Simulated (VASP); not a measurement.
# Pb (Fm-3m) in VASP: further runs

Aim: see how the results for Pb move with the level of theory and the settings. Levels: PBE0, r2SCAN0, HSE06. Tasks: single point.

Program: VASP 6.6.1. These are calculated values, not measurements. Logs are shortened: lines on timing, memory, paths and dates and some standing lists are left out, and cuts for length are marked.

### Step 1. The cell of the first run

It takes space group Fm-3m (No. 225, cubic). Conventional cell: a = 4.983 Å, b = 4.983 Å, c = 4.983 Å, α = 90.00°, β = 90.00°, γ = 90.00°. Within 4.6 Å of Pb (site symmetry m-3m) lie 12 Pb at 3.52 Å.

### Step 2. Single point, PBE0

POSCAR reads:

```
Pb
1.0
    0.0000000000      2.4914113386      2.4914113386
    2.4914113386      0.0000000000      2.4914113386
    2.4914113386      2.4914113386      0.0000000000
Pb
1
Direct
    0.0000000000      0.0000000000      0.0000000000
```

INCAR.step1 reads:

```
PREC     = Accurate       # precision mode
ENCUT    = 520            # plane-wave cutoff, eV
EDIFF    = 1E-5           # SCF threshold, eV
ISMEAR   = -1             # smearing method
SIGMA    = 0.05           # smearing width, eV
LREAL    = False          # projectors in reciprocal space
LASPH    = True           # aspherical terms in the spheres
NELM     = 80             # most SCF steps
ALGO     = Normal         # electronic algorithm
ISIF     = 2              # what is computed and relaxed
LWAVE    = True           # write WAVECAR
LCHARG   = False          # write CHGCAR
GGA      = PE             # functional
NBANDS   = 13             # bands
```

INCAR.step2 reads:

```
PREC     = Accurate       # precision mode
ENCUT    = 520            # plane-wave cutoff, eV
EDIFF    = 1E-6           # SCF threshold, eV
ISMEAR   = -1             # smearing method
SIGMA    = 0.05           # smearing width, eV
LREAL    = False          # projectors in reciprocal space
LASPH    = True           # aspherical terms in the spheres
NELM     = 80             # most SCF steps
ALGO     = Normal         # electronic algorithm
ISIF     = 2              # what is computed and relaxed
LWAVE    = False          # write WAVECAR
LCHARG   = False          # write CHGCAR
GGA      = PE             # functional
LHFCALC  = True           # exact exchange
AEXX     = 0.25           # exact-exchange fraction
PRECFOCK = Normal       
ISTART   = 1            
NBANDS   = 13             # bands
```

KPOINTS reads:

```
Automatic mesh
0
Gamma
  5 5 5
```

Potentials or basis: VASP PAW PBE potentials, release 64 (Pb_d).

The run is started by

```bash
cat potpaw_PBE.64/Pb_d/POTCAR > POTCAR
cp INCAR.step1 INCAR
mpirun -np 1 vasp_std > vasp.out
cp INCAR.step2 INCAR
mpirun -np 1 vasp_std > vasp.out
```

OUTCAR:

```text
PREC = Accurate
   ENCUT = 520
   EDIFF = 1E-6
   ISMEAR = -1
   LREAL = False
   LASPH = True
   NELM = 80
   ISIF = 2
   GGA = PE
   LHFCALC = True
   AEXX = 0.25
   PRECFOCK = Normal
   ISTART = 1

 ion  position               nearest neighbor table
   1  0.000  0.000  0.000-

  LATTYP: Found a face centered cubic cell.
 ALAT       =     4.9828226772

  Lattice vectors:

 A1 = (   0.0000000000,   2.4914113386,   2.4914113386)
 A2 = (   2.4914113386,   0.0000000000,   2.4914113386)
 A3 = (   2.4914113386,   2.4914113386,   0.0000000000)

Analysis of symmetry for initial positions (statically):
=====================================================================
 Subroutine PRICEL returns:
 Original cell was already a primitive cell.

 Routine SETGRP: Setting up the symmetry group for a
 face centered cubic supercell.

 Subroutine GETGRP returns: Found 48 space group operations
 (whereof 48 operations were pure point group operations)
 out of a pool of 48 trial point group operations.

The static configuration has the point symmetry O_h .

Analysis of symmetry for dynamics (positions and initial velocities):
=====================================================================
 Subroutine PRICEL returns:
 Original cell was already a primitive cell.

 Routine SETGRP: Setting up the symmetry group for a
 face centered cubic supercell.

 Subroutine GETGRP returns: Found 48 space group operations
 (whereof 48 operations were pure point group operations)
 out of a pool of 48 trial point group operations.

The dynamic configuration has the point symmetry O_h .

 Subroutine INISYM returns: Found 48 space group operations
 (whereof 48 operations are pure point group operations),
 and found     1 'primitive' translations

----------------------------------------------------------------------------------------

                                     Primitive cell

  volume of cell :      30.9290

  direct lattice vectors                    reciprocal lattice vectors
     0.000000000  2.491411339  2.491411339    -0.200689462  0.200689462  0.200689462
     2.491411339  0.000000000  2.491411339     0.200689462 -0.200689462  0.200689462
     2.491411339  2.491411339  0.000000000     0.200689462  0.200689462 -0.200689462

  length of vectors
     3.523387704  3.523387704  3.523387704     0.347604344  0.347604344  0.347604344

  position of ions in fractional coordinates (direct lattice)
     0.000000000  0.000000000  0.000000000

  ion indices of the primitive-cell ions
   primitive index   ion index
                 1           1

----------------------------------------------------------------------------------------

 KPOINTS: Automatic mesh

Automatic generation of k-mesh.
 Grid dimensions read from file:
 generate k-points for:    5    5    5

 Generating k-lattice:

  Cartesian coordinates                     Fractional coordinates (reciprocal lattice)
    -0.040137892  0.040137892  0.040137892     0.200000000  0.000000000  0.000000000
     0.040137892 -0.040137892  0.040137892     0.000000000  0.200000000  0.000000000
     0.040137892  0.040137892 -0.040137892     0.000000000  0.000000000  0.200000000

  Length of vectors
     0.069520869  0.069520869  0.069520869

  Shift w.r.t. Gamma in fractional coordinates (k-lattice)
     0.000000000  0.000000000  0.000000000

 Subroutine IBZKPT returns following result:
 ===========================================

 Found     10 irreducible k-points:

 Following reciprocal coordinates:
            Coordinates               Weight
  0.000000  0.000000  0.000000      1.000000
  0.200000  0.000000  0.000000      8.000000
  0.400000  0.000000  0.000000      8.000000
  0.200000  0.200000  0.000000      6.000000
  0.400000  0.200000  0.000000     24.000000
 -0.400000  0.200000  0.000000     24.000000
 -0.200000  0.200000  0.000000     12.000000
  0.400000  0.400000  0.000000      6.000000
 -0.400000  0.400000  0.000000     12.000000
 -0.400000  0.400000  0.200000     24.000000
   k-points           NKPTS =     10   k-points in BZ     NKDIM =    125   number of bands    NBANDS=     13
   number of dos      NEDOS =    301   number of ions     NIONS =      1
   total plane-waves  NPLWV =  21952
   dimension x,y,z NGX =    28 NGY =   28 NGZ =   28
   dimension x,y,z NGXF=    56 NGYF=   56 NGZF=   56
   ions per type =               1
   NGX,Y,Z   is equivalent  to a cutoff of  13.21, 13.21, 13.21 a.u.
   NGXF,Y,Z  is equivalent  to a cutoff of  26.42, 26.42, 26.42 a.u.
 SYSTEM =  unknown system
   PREC   = accura    normal or accurate (medium, high low for compatibility)
   ISTART =      1    job   : 0-new  1-cont  2-samecut
   ICHARG =      0    charge: 1-file 2-atom 10-const
   ISPIN  =      1    spin polarized calculation?
   LNONCOLLINEAR =      F non collinear calculations
   LSORBIT =      F    spin-orbit coupling
   LASPH  =      T    aspherical Exc in radial PAW
   ENCUT  =  520.0 eV  38.22 Ry    6.18 a.u.   6.55  6.55  6.55*2*pi/ulx,y,z
   NELM   =     80;   NELMIN=  2; NELMDL=  0     # of ELM steps
   EDIFF  = 0.1E-05   stopping-criterion for ELM
   LREAL  =      F    real-space projection
   EDIFFG = 0.1E-04   stopping-criterion for IOM
   NSW    =      0    number of steps for IOM
   IBRION =     -1    ionic relax: 0-MD 1-quasi-New 2-CG
   NFREE  =      0    steps in history (QN), initial steepest desc. (CG)
   ISIF   =      2    stress and relaxation
   ISYM   =      3    0-nonsym 1-usesym 2-fastsym
   POTIM  = 0.5000    time-step for ionic-motion
   TEBEG  =    0.0;   TEEND  =   0.0 temperature during run
   PSTRESS=    0.0 pullay stress
   NELECT =      14.0000    total number of electrons
   NUPDOWN=      -1.0000    fix difference up-down
   EMIN   =  10.00;   EMAX   =-10.00  energy-range for DOS
   EFERMI =   0.00;   METHOD = LEGACY
   ISMEAR =    -1;   SIGMA  =   0.05  broadening in eV -4-tet -1-fermi 0-gaus
   EFERMI_NEDOS =   21; number of points for ismear=-14 and -15
   IALGO  =     38    algorithm
   IMIX   =      1    mixing-type and parameters
     AMIX     =   0.40;   BMIX     =  1.00
     AMIX_MAG =   1.60;   BMIX_MAG =  1.00
  volume/ion in A,a.u.               =      30.93       208.72
  Fermi-wavevector in a.u.,A,eV,Ry     =   1.256981  2.375350 21.497225  1.580001
  Thomas-Fermi vector in A             =   2.390662
   LORBIT       =      0    0 simple, 1 ext, 2 COOP (PROOUT), +10 PAW based schemes
   GGA     = PE    functional components
   LHFCALC =     T    Hartree Fock is set to
   PRECFOCK=normal    Normal, Fast or Accurate (Low or Medium for compatibility)
   ENCUT4O =  -1.0   cutoff for four orbital integrals eV
   NKREDX  =     1    reduce k-point grid by
   NKREDY  =     1    reduce k-point grid by
   NKREDZ  =     1    reduce k-point grid by
   AEXX    =    0.2500 exact exchange contribution
   HFSCREEN=    0.0000 screening length (either q_TF or 0.3 A-1)
   HFSCREENC=   0.0000 screening length for correlation (either q_TF or 0.3 A-1)
   ENCUTFOCK=  -1.0 apply spherical cutoff to Coloumb kernel
   IVDW    =     0    specifies the selected vdW correction
   LEPSILON=     F    determine dielectric tensor
   LRPA    =     F    only Hartree local field effects (RPA)
 non-spin polarized calculation
  energy-cutoff  :      520.00
  volume of cell :       30.93
 maximum number of plane-waves:       869
 NGX is ok and might be reduce to    28
  NGX = 20; NGY = 20; NGZ = 20

 number of electron      14.0000000 magnetization

 Free energy of the ion-electron system (eV)
  ---------------------------------------------------
  ext. energy  EPLUGINS =         0.00000000
  ---------------------------------------------------
  free energy    TOTEN  =        -4.53505294 eV

  energy without entropy =       -4.52234926  energy(sigma->0) =       -4.52870110

 E-fermi :   6.5743     XC(G=0):  -7.9797

 val. band max:        6.5487332264   @ k =  -0.4000   0.4000   0.2000
 cond. band min:       7.5530574461   @ k =  -0.2000   0.2000   0.0000
 fundamental gap:      1.0043242197
 Fermi energy:         6.5742760964

 k-point     1 :       0.0000    0.0000    0.0000
  band No.  band energies     occupation
      1     -12.4342      2.00000
      2     -12.4342      2.00000
      3     -12.4342      2.00000
      4     -12.2942      2.00000
      5     -12.2942      2.00000
      6      -6.3919      2.00000
      7      15.4177      0.00000
      8      15.4177      0.00000
      9      15.4177      0.00000
     10      17.8282      0.00000
     11      19.2371      0.00000
     12      20.4421      0.00000
     13      20.4421      0.00000

 k-point     2 :       0.2000    0.0000    0.0000
  band No.  band energies     occupation
      1     -12.4393      2.00000
      2     -12.4000      2.00000
      3     -12.4000      2.00000
      4     -12.2808      2.00000
      5     -12.2808      2.00000
      6      -5.5457      2.00000
      7       9.8222      0.00000
      8      14.6039      0.00000
      9      14.6039      0.00000
     10      17.0219      0.00000
     11      20.2237      0.00000
     12      20.8633      0.00000
     13      20.8633      0.00000

 k-point     3 :       0.4000    0.0000    0.0000
  band No.  band energies     occupation
      1     -12.4599      2.00000
      2     -12.4169      2.00000
      3     -12.4169      2.00000
      4     -12.1842      2.00000
      5     -12.1842      2.00000
      6      -3.1882      2.00000
      7       3.2274      2.00000
      8      13.6328      0.00000
      9      13.6328      0.00000
     10      16.9282      0.00000
     11      17.9383      0.00000
     12      19.3184      0.00000
     13      19.3184      0.00000
[... 81 lines left out ...]
 k-point     9 :      -0.4000    0.4000    0.0000
  band No.  band energies     occupation
      1     -12.5387      2.00000
      2     -12.4457      2.00000
      3     -12.2125      2.00000
      4     -12.1990      2.00000
      5     -12.1570      2.00000
      6      -0.7292      2.00000
      7       3.6923      2.00000
      8       6.0186      1.99997
      9      10.2869      0.00000
     10      13.9565      0.00000
     11      17.9083      0.00000
     12      25.0509      0.00000
     13      25.9173      0.00000

 k-point    10 :      -0.4000    0.4000    0.2000
  band No.  band energies     occupation
      1     -12.4403      2.00000
      2     -12.4280      2.00000
      3     -12.3189      2.00000
      4     -12.2258      2.00000
      5     -12.1637      2.00000
      6      -1.4126      2.00000
      7       4.6364      2.00000
      8       6.5487      1.25001
      9       9.0452      0.00000
     10      17.7187      0.00000
     11      18.8233      0.00000
     12      20.2857      0.00000
     13      24.2441      0.00000

------------------------ aborting loop because EDIFF is reached ----------------------------------------

  FORCE on cell =-STRESS in cart. coord.  units (eV):
  Direction    XX          YY          ZZ          XY          YZ          ZX
  --------------------------------------------------------------------------------------
  -------------------------------------------------------------------------------------
  Total       -0.1422495     -0.1422495     -0.1422495      0.0000000     -0.0000000      0.0000000
  in kB       -7.3687705     -7.3687705     -7.3687705      0.0000000     -0.0000000      0.0000000
  external PRESSURE =      -7.3687705 kB  Pullay stress =       0.0000000 kB

 VOLUME and BASIS-vectors are now :
 -----------------------------------------------------------------------------
  energy-cutoff  :      520.00
  volume of cell :       30.93
      direct lattice vectors                 reciprocal lattice vectors
     0.000000000  2.491411339  2.491411339    -0.200689462  0.200689462  0.200689462
     2.491411339  0.000000000  2.491411339     0.200689462 -0.200689462  0.200689462
     2.491411339  2.491411339  0.000000000     0.200689462  0.200689462 -0.200689462

 POSITION                                       TOTAL-FORCE (eV/Angst)
 -----------------------------------------------------------------------------------
      0.00000      0.00000      0.00000         0.000000      0.000000      0.000000
 -----------------------------------------------------------------------------------
    total drift:                                0.000000     -0.000000      0.000000

  FREE ENERGIE OF THE ION-ELECTRON SYSTEM (eV)
  ---------------------------------------------------
  free  energy   TOTEN  =        -4.5350529373 eV

  energy  without entropy=       -4.5223492629  energy(sigma->0) =       -4.52870110
```

Run time: 15 min. Hardware: 1 thread of AMD EPYC 7R13, shared host; peak memory 0.17 GiB.

What came out:

```yaml
Free_energy: -4.5351 eV
Pressure: -0.7 GPa
Band_gap_on_the_k_mesh: zero (bands 7 and 8 overlap by 9.40 eV)
```

Levels at points of the mesh, in eV from the Fermi level:
```tsv
k point	band 4	band 5	band 6	band 7	band 8	band 9	band 10	band 11
(0.00, 0.00, 0.00)	-18.87	-18.87	-12.97	8.84	8.84	8.84	11.25	12.66
```

Caveat: the k points lie up to 0.44 Å⁻¹ apart, too coarse for converged energies and pressures of a metal; the PAW data sets were made with another functional, which shifts forces and pressure a little; spin-orbit coupling is left out, which moves the levels of the heavy elements.

[end of part 1 of 2]

The gap in the log of VASP goes by the Fermi energy; the results here count the filled bands.